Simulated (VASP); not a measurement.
Set up this calculation in VASP 6.6.1, as the native input.

```yaml
Task: single point
Functional: PBEsol
Potentials_or_basis: VASP PAW PBE potentials, release 64 (Zn, S)
Cutoff: 520 eV
k_mesh: 8 × 8 × 8
Occupations: fermi-dirac, width 0.01 eV
Spin: no spin polarisation
Dipole_correction: no
Further_INCAR_settings: ALGO = Normal; EDIFF = 1e-07; NBANDS = 16
```

The structure of ZnS lies in POSCAR:

```
ZnS
1.0
    0.0000000000      2.7316965000      2.7046500000
    2.7316965000      0.0000000000      2.7046500000
    2.7316965000      2.7316965000      0.0000000000
Zn S
1 1
Direct
    0.0000000000      0.0000000000      0.0000000000
    0.7500000000      0.7500000000      0.7500000000
```

This cell differs from its parent crystal: equal xx and yy strain of +1 %.

These files were run (other wordings do the same):

INCAR

```
ALGO = Normal
EDIFF = 1E-7
ENCUT = 520
GGA = PS
ISIF = 2
ISMEAR = -1
LASPH = T
LCHARG = T
LELF = T
LREAL = F
LVHAR = T
LWAVE = F
NBANDS = 16
NELM = 100
PREC = Accurate
SIGMA = 0.01
```

KPOINTS

```
k-points
0
Gamma
  8 8 8
```

Potentials or basis: VASP PAW PBE potentials, release 64 (Zn, S).

Run with:

```bash
$ cat potpaw_PBE.64/Zn/POTCAR potpaw_PBE.64/S/POTCAR > POTCAR
$ mpirun -np 1 vasp_std > vasp.out
```

Results of the run:

```
Pressure               : -3.3 GPa
Band gap on the k mesh : 1.86 eV, direct
```

Caveat: the cell differs from its parent crystal (equal xx and yy strain of +1 %); the PAW data sets were made with another functional, which shifts forces and pressure a little.

It took 46 s on 1 thread of Intel Xeon 6975P-C, on a shared host, peak memory 0.19 GiB.
